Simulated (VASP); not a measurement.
Write the native input for VASP 6.6.1 that does the following.

```yaml
Task: single point
Functional: PBE
Potentials_or_basis: VASP PAW PBE potentials, release 64 (Cu)
Cutoff: 520 eV
k_mesh: 20 × 20 × 20
Occupations: gaussian, width 0.1 eV
Spin: no spin polarisation
Dipole_correction: no
Further_INCAR_settings: ALGO = Normal; EDIFF = 1e-07; NBANDS = 12
```

The structure of Cu lies in POSCAR:

```
Cu
1.0
   -1.5362249878      1.5362249878      1.3999702793
    1.5362249878     -1.5362249878      1.3999702793
    1.5362249878      1.5362249878     -1.3999702793
Cu
1
Direct
    0.0000000000      0.0000000000      0.0000000000
```

This cell differs from its parent crystal: volume scaled by 1.10, then relaxed in part.

These files were run (other wordings do the same):

INCAR

```
PREC     = Accurate       # precision mode
ENCUT    = 520            # plane-wave cutoff, eV
EDIFF    = 1E-7           # SCF threshold, eV
ISMEAR   = 0              # smearing method
SIGMA    = 0.1            # smearing width, eV
LREAL    = False          # projectors in reciprocal space
LASPH    = True           # aspherical terms in the spheres
NELM     = 100            # most SCF steps
ALGO     = Normal         # electronic algorithm
ISIF     = 2              # what is computed and relaxed
LWAVE    = False          # write WAVECAR
LCHARG   = True           # write CHGCAR
GGA      = PE             # functional
LELF     = True           # ELF
LVHAR    = True         
NBANDS   = 12             # bands
```

KPOINTS

```
Automatic mesh
0
Gamma
  20 20 20
```

Potentials or basis: VASP PAW PBE potentials, release 64 (Cu).

Command:

```bash
$ cat potpaw_PBE.64/Cu/POTCAR > POTCAR
$ mpirun -np 1 vasp_std > vasp.out
```

Results of the run:

- Pressure: -9.7 GPa

It took 57 s on 1 thread of AMD EPYC 9R45 96-Core Processor (Zen 5), with other jobs on the host, peak memory 0.17 GiB.
